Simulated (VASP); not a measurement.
# GaN (Imm2) in VASP: G0W0 quasiparticle levels with PBE

Aim: the G0W0 quasiparticle levels of GaN with PBE.

All numbers are computed with VASP 6.6.1; they aren't measurements. Logs are shortened: lines on timing, memory, paths and dates and some standing lists are left out, and cuts for length are marked.

## Step 1: The cell of the first run

The structure is orthorhombic, space group Imm2 (No. 44). The conventional cell has a = 3.142 Å, b = 3.219 Å, c = 4.498 Å, α = 90.00°, β = 90.00°, γ = 90.00°. Within 2.6 Å of Ga (site symmetry mm2) lie 4 N at 1.94 to 1.95 Å. N (site symmetry mm2) has 4 Ga at 1.94 to 1.95 Å within 2.6 Å.

## Step 2: G0W0 quasiparticle levels, PBE

Input file POSCAR:

```
GaN
1.0
   -0.0270998791      2.2489526240      2.2489526240
    2.2489526240     -0.0270998791      2.2489526240
    2.2218527448      2.2218527448      0.0000000000
Ga N
1 1
Direct
    0.0017454298      0.0017454298     -0.0017454298
    0.7482545702      0.7482545702      0.7517454298
```

Input file INCAR.step1:

```
PREC     = Accurate       # precision mode
ENCUT    = 500            # plane-wave cutoff, eV
EDIFF    = 1E-8           # SCF threshold, eV
ISMEAR   = 0              # smearing method
SIGMA    = 0.01           # smearing width, eV
LREAL    = False          # projectors in reciprocal space
LASPH    = True           # aspherical terms in the spheres
NELM     = 100            # most SCF steps
ALGO     = Normal         # electronic algorithm
LWAVE    = True           # write WAVECAR
LCHARG   = False          # write CHGCAR
GGA      = PE             # functional
```

Input file INCAR.step2:

```
PREC     = Accurate       # precision mode
ENCUT    = 500            # plane-wave cutoff, eV
EDIFF    = 1E-8           # SCF threshold, eV
ISMEAR   = 0              # smearing method
SIGMA    = 0.01           # smearing width, eV
LREAL    = False          # projectors in reciprocal space
LASPH    = True           # aspherical terms in the spheres
NELM     = 1              # most SCF steps
ALGO     = Exact          # electronic algorithm
LWAVE    = True           # write WAVECAR
LCHARG   = False          # write CHGCAR
GGA      = PE             # functional
NBANDS   = 103            # bands
LOPTICS  = True           # frequency-dependent dielectric function
ISTART   = 1
```

Input file INCAR.step3:

```
PREC     = Accurate       # precision mode
ENCUT    = 500            # plane-wave cutoff, eV
EDIFF    = 1E-8           # SCF threshold, eV
ISMEAR   = 0              # smearing method
SIGMA    = 0.01           # smearing width, eV
LREAL    = False          # projectors in reciprocal space
LASPH    = True           # aspherical terms in the spheres
ALGO     = EVGW0          # electronic algorithm
LWAVE    = False          # write WAVECAR
LCHARG   = False          # write CHGCAR
GGA      = PE             # functional
NELMGW   = 1            
NBANDS   = 103            # bands
ENCUTGW  = 150.0          # cutoff of the response function
NOMEGA   = 96             # frequency points
PRECFOCK = Fast         
ISTART   = 1            
NBANDSGW = 17           
OMEGAMAX = 30
```

Input file KPOINTS:

```
regular mesh
0
Gamma
  6 6 6
```

Potentials or basis: VASP PAW PBE potentials, release 64 (Ga_d_GW, N_GW).

Launch:

```sh
$ cat potpaw_PBE.64/Ga_d_GW/POTCAR potpaw_PBE.64/N_GW/POTCAR > POTCAR
$ cp INCAR.step1 INCAR
$ mpirun -np 1 vasp_std > vasp.out
$ cp INCAR.step2 INCAR
$ mpirun -np 1 vasp_std > vasp.out
$ cp INCAR.step3 INCAR
$ mpirun -np 1 vasp_std > vasp.out
```

OUTCAR:

```text
PREC = Accurate
   ENCUT = 500
   EDIFF = 1E-8
   ISMEAR = 0
   LREAL = False
   LASPH = True
   GGA = PE
   NELMGW = 1
   ENCUTGW = 150.0
   PRECFOCK = Fast
   ISTART = 1

 ion  position               nearest neighbor table
   1  0.002  0.002  0.998-   2 1.94   2 1.94   2 1.95   2 1.95
   2  0.748  0.748  0.752-   1 1.94   1 1.94   1 1.95   1 1.95

  LATTYP: Found a body centered orthorhombic cell.
 ALAT       =     3.1421742853
 B/A-ratio  =     1.0243939471
 C/A-ratio  =     1.4314626878

  Lattice vectors:

 A1 = (   0.0270998791,  -2.2489526240,  -2.2489526240)
 A2 = (  -0.0270998792,   2.2489526239,  -2.2489526240)
 A3 = (   2.2489526240,  -0.0270998791,   2.2489526240)

Analysis of symmetry for initial positions (statically):
=====================================================================
 Subroutine PRICEL returns:
 Original cell was already a primitive cell.

 Routine SETGRP: Setting up the symmetry group for a
 body centered orthorhombic supercell.

 Subroutine GETGRP returns: Found  4 space group operations
 (whereof  4 operations were pure point group operations)
 out of a pool of  8 trial point group operations.

The static configuration has the point symmetry C_2v.

Analysis of symmetry for dynamics (positions and initial velocities):
=====================================================================
 Subroutine PRICEL returns:
 Original cell was already a primitive cell.

 Routine SETGRP: Setting up the symmetry group for a
 body centered orthorhombic supercell.

 Subroutine GETGRP returns: Found  4 space group operations
 (whereof  4 operations were pure point group operations)
 out of a pool of  8 trial point group operations.

The dynamic configuration has the point symmetry C_2v.

 Subroutine INISYM returns: Found  4 space group operations
 (whereof  4 operations are pure point group operations),
 and found     1 'primitive' translations

----------------------------------------------------------------------------------------

                                     Primitive cell

  volume of cell :      22.7461

  direct lattice vectors                    reciprocal lattice vectors
    -0.027099879  2.248952624  2.248952624    -0.219678588  0.219678588  0.222325715
     2.248952624 -0.027099879  2.248952624     0.219678588 -0.219678588  0.222325715
     2.221852745  2.221852745  0.000000000     0.225037416  0.225037416 -0.222325715

  length of vectors
     3.180614754  3.180614754  3.142174285     0.382028909  0.382028909  0.388216950

  position of ions in fractional coordinates (direct lattice)
     0.001745430  0.001745430  0.998254570
     0.748254570  0.748254570  0.751745430

  ion indices of the primitive-cell ions
   primitive index   ion index
                 1           1
                 2           2

----------------------------------------------------------------------------------------

 KPOINTS: regular mesh

Automatic generation of k-mesh.
 Grid dimensions read from file:
 generate k-points for:    6    6    6

 Generating k-lattice:

  Cartesian coordinates                     Fractional coordinates (reciprocal lattice)
    -0.036613098  0.036613098  0.037054286     0.166666667 -0.000000000  0.000000000
     0.036613098 -0.036613098  0.037054286    -0.000000000  0.166666667  0.000000000
     0.037506236  0.037506236 -0.037054286     0.000000000  0.000000000  0.166666667

  Length of vectors
     0.063671485  0.063671485  0.064702825

  Shift w.r.t. Gamma in fractional coordinates (k-lattice)
     0.000000000  0.000000000  0.000000000

 Subroutine IBZKPT returns following result:
 ===========================================

 Found     46 irreducible k-points:

 Following reciprocal coordinates:
            Coordinates               Weight
  0.000000  0.000000  0.000000      1.000000
  0.166667  0.000000  0.000000      4.000000
  0.333333  0.000000  0.000000      4.000000
  0.500000  0.000000  0.000000      2.000000
  0.166667  0.166667  0.000000      2.000000
  0.333333  0.166667  0.000000      4.000000
[... 16 lines left out ...]
 -0.166667  0.333333  0.166667      4.000000
  0.500000  0.500000  0.166667      4.000000
 [... further k-points ...]
   k-points           NKPTS =     46   k-points in BZ     NKDIM =    216   number of bands    NBANDS=    103
   number of dos      NEDOS =    301   number of ions     NIONS =      2
   total plane-waves  NPLWV =  13824
   dimension x,y,z NGX =    24 NGY =   24 NGZ =   24
   dimension x,y,z NGXF=    48 NGYF=   48 NGZF=   48
   ions per type =               1   1
   NGX,Y,Z   is equivalent  to a cutoff of  12.54, 12.54, 12.70 a.u.
   NGXF,Y,Z  is equivalent  to a cutoff of  25.09, 25.09, 25.40 a.u.
 SYSTEM =  unknown system
   PREC   = accura    normal or accurate (medium, high low for compatibility)
   ISTART =      1    job   : 0-new  1-cont  2-samecut
   ICHARG =      0    charge: 1-file 2-atom 10-const
   ISPIN  =      1    spin polarized calculation?
   LNONCOLLINEAR =      F non collinear calculations
   LSORBIT =      F    spin-orbit coupling
   LASPH  =      T    aspherical Exc in radial PAW
   ENCUT  =  500.0 eV  36.75 Ry    6.06 a.u.   5.80  5.80  5.73*2*pi/ulx,y,z
   NELM   =     60;   NELMIN=  2; NELMDL=  0     # of ELM steps
   EDIFF  = 0.1E-07   stopping-criterion for ELM
   LREAL  =      F    real-space projection
   EDIFFG = 0.1E-06   stopping-criterion for IOM
   NSW    =      0    number of steps for IOM
   IBRION =     -1    ionic relax: 0-MD 1-quasi-New 2-CG
   NFREE  =      0    steps in history (QN), initial steepest desc. (CG)
   ISIF   =      0    stress and relaxation
   ISYM   =      3    0-nonsym 1-usesym 2-fastsym
   POTIM  = 0.5000    time-step for ionic-motion
   TEBEG  =    0.0;   TEEND  =   0.0 temperature during run
   PSTRESS=    0.0 pullay stress
   NELECT =      18.0000    total number of electrons
   NUPDOWN=      -1.0000    fix difference up-down
   EMIN   =  10.00;   EMAX   =-10.00  energy-range for DOS
   EFERMI =   0.00;   METHOD = LEGACY
   ISMEAR =     0;   SIGMA  =   0.01  broadening in eV -4-tet -1-fermi 0-gaus
   EFERMI_NEDOS =   21; number of points for ismear=-14 and -15
   IALGO  =     38    algorithm
   IMIX   =      4    mixing-type and parameters
     AMIX     =   0.40;   BMIX     =  1.00
     AMIX_MAG =   1.60;   BMIX_MAG =  1.00
  volume/ion in A,a.u.               =      11.37        76.75
  Fermi-wavevector in a.u.,A,eV,Ry     =   1.514246  2.861510 31.197348  2.292940
  Thomas-Fermi vector in A             =   2.623929
   LORBIT       =      0    0 simple, 1 ext, 2 COOP (PROOUT), +10 PAW based schemes
   GGA     = PE    functional components
   LHFCALC =     T    Hartree Fock is set to
   PRECFOCK=fast      Normal, Fast or Accurate (Low or Medium for compatibility)
   ENCUT4O =  -1.0   cutoff for four orbital integrals eV
   NKREDX  =     1    reduce k-point grid by
   NKREDY  =     1    reduce k-point grid by
   NKREDZ  =     1    reduce k-point grid by
   AEXX    =    1.0000 exact exchange contribution
   HFSCREEN=    0.0000 screening length (either q_TF or 0.3 A-1)
   HFSCREENC=   0.0000 screening length for correlation (either q_TF or 0.3 A-1)
   ENCUTFOCK=  -1.0 apply spherical cutoff to Coloumb kernel
   IVDW    =     0    specifies the selected vdW correction
   LEPSILON=     F    determine dielectric tensor
   LRPA    =     F    only Hartree local field effects (RPA)
   LRPAFORCE           =     F    calculate RPA forces
   ENCUTGW             = 150.0    cutoff for response function in eV
   ENCUTGWSOFT         = 120.0    soft cutoff for Coulomb kernel in GW response function in eV
   ENCUTLF             =  -1.0    cutoff for local field effects
   NELMGW              =     1    number of iterations in solving QP/BSE equation
   NELMHF              =     1    number of iterations in the inner HF iteration
   NKREDLFX            =     1    NKREDLFY  =   1   NKREDLFZ  =   1
 non-spin polarized calculation
 Gauss-broadening in eV      SIGMA  =   0.01
  energy-cutoff  :      500.00
  volume of cell :       22.75
 maximum number of plane-waves:       588
  NGX = 14; NGY = 14; NGZ = 14
   NGX = 11   NGY = 11   NGZ = 11
 maximum number of plane-waves:       109
 NGX is ok and might be reduce to    14

 QP shifts <psi_nk| G(iteration)W_0 |psi_nk>: iteration 1
 for sc-GW calculations column KS-energies equals QP-energies in previous step
 and V_xc(KS)=  KS-energies - (<T + V_ion + V_H > + <T+V_H+V_ion>^1  + <V_x>^1)

 k-point   1 :       0.0000    0.0000    0.0000
  band No.  KS-energies  QP-energies   sigma(KS)   V_xc(KS)     V^pw_x(r,r')   Z            occupation Imag(sigma)

      1     -10.8167     -11.8931     -16.4828     -14.8634     -24.6039       0.6646       2.0000       1.0761
      2      -8.3361     -11.2338     -25.4603     -21.4682     -34.7665       0.7258       2.0000       0.2175
      3      -8.3329     -11.2310     -25.4731     -21.4811     -34.7833       0.7260       2.0000       0.2184
      4      -8.3276     -11.2259     -25.4886     -21.4963     -34.8028       0.7260       2.0000       0.2196
      5      -8.0095     -11.0170     -25.9063     -21.8062     -35.1849       0.7335       2.0000       0.1601
      6      -8.0095     -11.0170     -25.9063     -21.8062     -35.1849       0.7335       2.0000       0.1601
[... 9 lines left out ...]
     16      24.0253      24.3041      -9.3447      -9.6980      -3.0092       0.7891       0.0000      -0.6943
     17      24.1378      24.4079      -9.2959      -9.6371      -2.9764       0.7918       0.0000      -0.7155

 k-point   2 :       0.1667    0.0000    0.0000
  band No.  KS-energies  QP-energies   sigma(KS)   V_xc(KS)     V^pw_x(r,r')   Z            occupation Imag(sigma)

      1     -10.5374     -11.6947     -17.1120     -15.3908     -25.2719       0.6724       2.0000       1.0281
      2      -8.3017     -11.2065     -25.5144     -21.5149     -34.8286       0.7263       2.0000       0.2161
      3      -8.2953     -11.2003     -25.5334     -21.5343     -34.8534       0.7264       2.0000       0.2181
      4      -8.2069     -11.0252     -24.9272     -21.0598     -34.0935       0.7287       2.0000       0.2552
      5      -8.0104     -11.0134     -25.8998     -21.8017     -35.1810       0.7328       2.0000       0.1613
      6      -8.0104     -11.0134     -25.8998     -21.8017     -35.1810       0.7328       2.0000       0.1613
[... 9 lines left out ...]
     16      22.2320      22.6653     -10.0934     -10.6401      -4.3997       0.7925       0.0000      -0.4131
     17      25.6729      26.3738      -9.6587     -10.5440      -3.0552       0.7917       0.0000      -0.7717

 k-point   3 :       0.3333    0.0000    0.0000
  band No.  KS-energies  QP-energies   sigma(KS)   V_xc(KS)     V^pw_x(r,r')   Z            occupation Imag(sigma)
[... 421 lines left out ...]
      1      -9.8494     -11.5984     -20.7178     -18.2002     -29.4095       0.6947       2.0000       0.7064
      2      -8.1985     -11.1462     -25.6230     -21.5887     -34.9290       0.7307       2.0000       0.2015
      3      -8.1759     -11.1041     -25.5639     -21.5537     -34.8508       0.7302       2.0000       0.2078
      4      -8.0674     -11.0468     -25.8022     -21.7316     -35.1102       0.7320       2.0000       0.1845
      5      -7.9742     -10.9799     -25.9350     -21.8376     -35.2349       0.7336       2.0000       0.1644
      6      -6.9147      -9.1081     -22.5964     -19.5751     -30.9954       0.7260       2.0000       0.4346
[... 9 lines left out ...]
     16      27.4628      28.2801     -11.1007     -12.1336      -4.2859       0.7913       0.0000      -0.9758
     17      29.2012      29.7881      -9.7672     -10.4891      -3.1930       0.8130       0.0000      -0.9955

 k-point  24 :       0.5000    0.5000    0.1667
  band No.  KS-energies  QP-energies   sigma(KS)   V_xc(KS)     V^pw_x(r,r')   Z            occupation Imag(sigma)

      1      -9.7699     -11.6671     -21.4765     -18.7667     -30.3042       0.7001       2.0000       0.6370
      2      -8.2140     -11.1372     -25.4029     -21.3952     -34.6180       0.7294       2.0000       0.1976
      3      -8.0874     -11.0564     -25.7973     -21.7386     -35.1328       0.7315       2.0000       0.1957
      4      -8.0699     -11.0366     -25.8490     -21.7958     -35.2062       0.7320       2.0000       0.2006
      5      -7.9493     -10.9633     -25.9839     -21.8861     -35.2981       0.7355       2.0000       0.1644
      6      -6.4599      -8.4927     -22.2636     -19.4579     -30.4955       0.7245       2.0000       0.4575
[... 9 lines left out ...]
     16      27.7639      28.6091     -11.5297     -12.6040      -4.4397       0.7868       0.0000      -1.0958
     17      29.9490      30.6198      -9.7427     -10.5740      -3.1718       0.8069       0.0000      -0.9796

 [... further k-points ...]
```

Wall time 17 min (1 thread of Intel Xeon 8259CL, shared host); peak memory 0.67 GiB.

Results:

- Quasiparticle gap: 2.81 eV
- Least direct quasiparticle gap: 2.81 eV
- Band gap of the starting levels on the mesh: 1.67 eV
- Least direct gap of the starting levels on the mesh: 1.67 eV

Caveat: the k points lie up to 0.41 Å⁻¹ apart; bands, screening cutoff and mesh are small and nothing is extrapolated, so the quasiparticle values aren't converged.
